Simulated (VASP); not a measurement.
Write the native input for VASP 6.6.1 that does the following.

```
Task                   : single point
Functional             : PBEsol
Dispersion             : D3(BJ)
Potentials or basis    : VASP PAW PBE potentials, release 64 (Li_sv, F)
Cutoff                 : 520 eV
k mesh                 : 7 × 7 × 7
Occupations            : gaussian, width 0.01 eV
Spin                   : no spin polarisation
Dipole correction      : no
Further INCAR settings : ALGO = Normal; EDIFF = 1e-06; NBANDS = 12
```

The structure of LiF (Griceite) lies in POSCAR:

```
LiF
1.0
    0.0000000000      2.0140000000      2.0140000000
    2.0140000000      0.0000000000      2.0140000000
    2.0140000000      2.0140000000      0.0000000000
Li F
1 1
Direct
    0.0000000000      0.0000000000      0.0000000000
    0.4937934459      0.4937934459      0.5062065541
```

One way to write it, as run:

INCAR

```
PREC     = Accurate       # precision mode
ENCUT    = 520            # plane-wave cutoff, eV
EDIFF    = 1E-6           # SCF threshold, eV
ISMEAR   = 0              # smearing method
SIGMA    = 0.01           # smearing width, eV
LREAL    = False          # projectors in reciprocal space
LASPH    = True           # aspherical terms in the spheres
NELM     = 100            # most SCF steps
ALGO     = Normal         # electronic algorithm
ISIF     = 2              # what is computed and relaxed
LWAVE    = False          # write WAVECAR
LCHARG   = False          # write CHGCAR
GGA      = PS             # functional
IVDW     = 12             # dispersion correction
NBANDS   = 12             # bands
```

KPOINTS

```
Automatic mesh
0
Gamma
  7 7 7
```

Potentials or basis: VASP PAW PBE potentials, release 64 (Li_sv, F).

Run with:

```sh
$ cat potpaw_PBE.64/Li_sv/POTCAR potpaw_PBE.64/F/POTCAR > POTCAR
$ mpirun -np 1 vasp_std > vasp.out
```

Results of the run:

```
Largest force              : 0.042 eV/Å
Band gap on the k mesh     : 8.91 eV, direct
Dispersion energy per atom : -0.144 eV
```

Caveat: the PAW data sets were made with another functional, which shifts forces and pressure a little.

Run time: 4.1 s on 1 thread of Intel Xeon 6975P-C, with other jobs on the host, peak memory 0.14 GiB.
